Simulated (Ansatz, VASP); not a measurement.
One calculation of CaF2, two programs

Contents of INCAR:

```
  PREC = Accurate
  ENCUT = 600
  EDIFF = 1E-6
  ISMEAR = 0
  SIGMA = 0.01
  LREAL = F
  LASPH = T
  NELM = 120
  ALGO = Normal
  ISIF = 2
  LWAVE = F
  LCHARG = F
  GGA = RP
  NBANDS = 19
  GGA_COMPAT = F
```

KPOINTS

```
Automatic mesh
0
Gamma
  8 8 8
```

File POSCAR:

```
CaF2
1.0
    0.0000000000      2.7310000000      2.7310000000
    2.7310000000      0.0000000000      2.7310000000
    2.7310000000      2.7310000000      0.0000000000
Ca F
1 2
Direct
    0.0000000000      0.0000000000      0.0000000000
    0.2500000000      0.2500000000      0.2500000000
    0.7500000000      0.7500000000      0.7500000000
```

Input for Ansatz:

```yaml
crystal:
  lattice:
    - [0.0, 2.731, 2.731]
    - [2.731, 0.0, 2.731]
    - [2.731, 2.731, 0.0]
  atoms:
    - { symbol: Ca, position: [0.0, 0.0, 0.0] }
    - { symbol: F, position: [0.25, 0.25, 0.25] }
    - { symbol: F, position: [0.75, 0.75, 0.75] }
kpoints:
  mp_grid:
    grid: [8, 8, 8]
    shift: [0.0, 0.0, 0.0]
hamiltonian:
  xc: rpbe
  pseudopotentials:
    kind: paw
scf:
  occupations:
    method: fixed
output:
  stress: true
```

Alike in both runs: task single point; functional RPBE; k mesh 8 × 8 × 8; no spin polarisation.

```csv
,VASP,Ansatz
version,VASP 6.6.1,Ansatz 0.2.0
potentials or method,"VASP PAW PBE potentials, release 64 (Ca_sv, F)","plane waves, PAW"
plane-wave cutoff (eV),600,420
occupations,"gaussian, width 0.01 eV",fixed
valence electrons in the cell,24,24
```

|  | VASP | Ansatz | Ansatz less VASP |
| --- | --- | --- | --- |
| pressure (GPa) | 6.5 | 6.4 | -0.12 |

VASP's potentials were made for PBE, not for RPBE.
